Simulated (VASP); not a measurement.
# Ge (P6_3/mmc) in VASP: a series of runs, part 2 of 2

VASP 6.6.1. The steps go on from the part before.

### 4 Single point, HF

The input, POSCAR:

```
Ge
1.0
    3.9975858431      0.0000000000      0.0000000000
   -1.9987929216      3.4620108940      0.0000000000
    0.0000000000      0.0000000000      6.5993779500
Ge
4
Direct
    0.3333333333      0.6666666667      0.9370987500
    0.6666666667      0.3333333333      0.4370987500
    0.3333333333      0.6666666667      0.5629012500
    0.6666666667      0.3333333333      0.0629012500
```

The input, INCAR.step1:

```
SYSTEM = Ge
ALGO = Normal
EDIFF = 1E-5
ENCUT = 520
GGA = PE
ISIF = 2
ISMEAR = -1
LASPH = .TRUE.
LCHARG = .FALSE.
LREAL = .FALSE.
LWAVE = .TRUE.
NBANDS = 36
NELM = 60
PREC = Accurate
SIGMA = 0.05
```

The input, INCAR.step2:

```
SYSTEM = Ge
AEXX = 1.0
AGGAC = 0.0
ALDAC = 0.0
ALGO = Normal
EDIFF = 1E-6
ENCUT = 520
GGA = PE
ISIF = 2
ISMEAR = -1
ISTART = 1
LASPH = .TRUE.
LCHARG = .FALSE.
LHFCALC = .TRUE.
LREAL = .FALSE.
LWAVE = .FALSE.
NBANDS = 36
NELM = 60
PREC = Accurate
PRECFOCK = Normal
SIGMA = 0.05
```

The input, KPOINTS:

```
k-points
0
G
  4 4 2
  0 0 0
```

Potentials or basis: VASP PAW PBE potentials, release 64 (Ge_d).

Launch:

```
> cat potpaw_PBE.64/Ge_d/POTCAR > POTCAR
> cp INCAR.step1 INCAR
> mpirun -np 1 vasp_std > vasp.out
> cp INCAR.step2 INCAR
> mpirun -np 1 vasp_std > vasp.out
```

OUTCAR:

```text
SYSTEM = Ge
   AEXX = 1.0
   EDIFF = 1E-6
   ENCUT = 520
   GGA = PE
   ISIF = 2
   ISMEAR = -1
   ISTART = 1
   LASPH = .TRUE.
   LHFCALC = .TRUE.
   LREAL = .FALSE.
   NELM = 60
   PREC = Accurate
   PRECFOCK = Normal

 ion  position               nearest neighbor table
   1  0.333  0.667  0.937-   4 2.45   4 2.45   4 2.45   3 2.47
   2  0.667  0.333  0.437-   3 2.45   3 2.45   3 2.45   4 2.47
   3  0.333  0.667  0.563-   2 2.45   2 2.45   2 2.45   1 2.47
   4  0.667  0.333  0.063-   1 2.45   1 2.45   1 2.45   2 2.47

  LATTYP: Found a hexagonal cell.
 ALAT       =     3.9975858431
 C/A-ratio  =     1.6508408347

  Lattice vectors:

 A1 = (   3.9975858431,   0.0000000000,   0.0000000000)
 A2 = (  -1.9987929216,   3.4620108940,   0.0000000000)
 A3 = (   0.0000000000,   0.0000000000,   6.5993779500)

Analysis of symmetry for initial positions (statically):
=====================================================================
 Subroutine PRICEL returns:
 Original cell was already a primitive cell.

 Routine SETGRP: Setting up the symmetry group for a
 hexagonal supercell.

 Subroutine GETGRP returns: Found 24 space group operations
 (whereof 12 operations were pure point group operations)
 out of a pool of 24 trial point group operations.

The static configuration has the point symmetry D_3d.
 The point group associated with its full space group is D_6h.

Analysis of symmetry for dynamics (positions and initial velocities):
=====================================================================
 Subroutine PRICEL returns:
 Original cell was already a primitive cell.

[... 115 lines left out ...]
     AMIX_MAG =   1.60;   BMIX_MAG =  1.00
  volume/ion in A,a.u.               =      22.83       154.09
  Fermi-wavevector in a.u.,A,eV,Ry     =   1.390789  2.628209 26.317650  1.934293
  Thomas-Fermi vector in A             =   2.514690
   LORBIT       =      0    0 simple, 1 ext, 2 COOP (PROOUT), +10 PAW based schemes
   GGA     = PE    functional components
   LHFCALC =     T    Hartree Fock is set to
   PRECFOCK=normal    Normal, Fast or Accurate (Low or Medium for compatibility)
   ENCUT4O =  -1.0   cutoff for four orbital integrals eV
   NKREDX  =     1    reduce k-point grid by
   NKREDY  =     1    reduce k-point grid by
   NKREDZ  =     1    reduce k-point grid by
   AEXX    =    1.0000 exact exchange contribution
   HFSCREEN=    0.0000 screening length (either q_TF or 0.3 A-1)
   HFSCREENC=   0.0000 screening length for correlation (either q_TF or 0.3 A-1)
   ENCUTFOCK=  -1.0 apply spherical cutoff to Coloumb kernel
   IVDW    =     0    specifies the selected vdW correction
   LEPSILON=     F    determine dielectric tensor
   LRPA    =     F    only Hartree local field effects (RPA)
 non-spin polarized calculation
  energy-cutoff  :      520.00
  volume of cell :       91.33
 maximum number of plane-waves:      2491
 NGX is ok and might be reduce to    30
  NGX = 24; NGY = 24; NGZ = 40

 number of electron      56.0000054 magnetization

 Free energy of the ion-electron system (eV)
  ---------------------------------------------------
  ext. energy  EPLUGINS =         0.00000000
  ---------------------------------------------------
  free energy    TOTEN  =       -35.34379240 eV

  energy without entropy =      -35.34379240  energy(sigma->0) =      -35.34379240

 E-fermi :   4.5705     XC(G=0):   0.0000

 val. band max:        3.4634097519   @ k =   0.0000   0.0000   0.0000
 cond. band min:       9.3735194299   @ k =   0.0000   0.0000   0.0000
 fundamental gap:      5.9101096780
 Fermi energy:         4.5705285522

 k-point     1 :       0.0000    0.0000    0.0000
  band No.  band energies     occupation
      1     -33.8609      2.00000
      2     -33.8609      2.00000
      3     -33.8258      2.00000
      4     -33.8193      2.00000
      5     -33.8193      2.00000
      6     -33.8162      2.00000
[... 301 lines left out ...]
     35      15.7133      0.00000
     36      15.7133      0.00000

------------------------ aborting loop because EDIFF is reached ----------------------------------------

  FORCE on cell =-STRESS in cart. coord.  units (eV):
  Direction    XX          YY          ZZ          XY          YZ          ZX
  --------------------------------------------------------------------------------------
  -------------------------------------------------------------------------------------
  Total        1.7022093      1.7022093      1.1813054     -0.0000000      0.0000000      0.0000000
  in kB       29.8603104     29.8603104     20.7225664     -0.0000000      0.0000000      0.0000000
  external PRESSURE =      26.8143957 kB  Pullay stress =       0.0000000 kB

 VOLUME and BASIS-vectors are now :
 -----------------------------------------------------------------------------
  energy-cutoff  :      520.00
  volume of cell :       91.33
      direct lattice vectors                 reciprocal lattice vectors
     3.997585843  0.000000000  0.000000000     0.250150976  0.144424733  0.000000000
    -1.998792922  3.462010894  0.000000000     0.000000000  0.288849467  0.000000000
     0.000000000  0.000000000  6.599377950     0.000000000  0.000000000  0.151529433

 POSITION                                       TOTAL-FORCE (eV/Angst)
 -----------------------------------------------------------------------------------
     -0.00000      2.30801      6.18427        -0.000000      0.000000      0.024269
      1.99879      1.15400      2.88458        -0.000000     -0.000000      0.024269
     -0.00000      2.30801      3.71480        -0.000000      0.000000     -0.024269
      1.99879      1.15400      0.41511         0.000000     -0.000000     -0.024269
 -----------------------------------------------------------------------------------
    total drift:                               -0.000000     -0.000000     -0.000001

  FREE ENERGIE OF THE ION-ELECTRON SYSTEM (eV)
  ---------------------------------------------------
  free  energy   TOTEN  =       -35.3437923957 eV

  energy  without entropy=      -35.3437923956  energy(sigma->0) =      -35.34379240
```

Run time: 48 min. Hardware: 1 thread of AMD EPYC 7R13 (Zen 3), shared host; peak memory 0.22 GiB.

Results:

```
Free energy            : -35.3438 eV
Pressure               : 2.7 GPa
Largest force          : 0.024 eV/Å
Band gap on the k mesh : 5.91 eV
```

Forces on the atoms (eV/Å):
```
Ge   0.000  0.000  0.024
Ge   0.000  0.000  0.024
Ge   0.000  0.000 -0.024
Ge   0.000  0.000 -0.024
```

Caveat: the k points lie up to 0.48 Å⁻¹ apart; the PAW data sets were made with another functional, which shifts forces and pressure a little. A k mesh can miss the band edges.

### 5 The runs side by side

| task | level | cell | k mesh | cutoff (eV) | grid for exact exchange (PRECFOCK) | share of exact exchange | gap on the mesh (eV) | pressure (GPa) | relaxed volume (Å³/atom) | largest force (eV/Å) |
| --- | --- | --- | --- | --- | --- | --- | --- | --- | --- | --- |
| relaxation of cell and atoms | PBEsol | relaxed | 8 × 8 × 4 | 600 | - | - | 0.07 | 0.0 | 22.80 | - |
| relaxation of cell and atoms | PBE | relaxed | 8 × 8 × 4 | 600 | - | - | 0.11 | 0.0 | 23.89 | 0.01 |
| single point | HF | as given | 4 × 4 × 2 | 520 | Normal | 1 | 5.91 | 2.7 | - | 0.02 |

Alike in all rows: potentials or basis VASP PAW PBE potentials, release 64 (Ge_d); no spin polarisation; smearing fermi-dirac 0.05 eV.

Caveats: some runs use coarse meshes; the PAW data sets were made with another functional, which shifts forces and pressure a little (at least some runs).

Absolute energies hang on the potentials; compare differences alone.
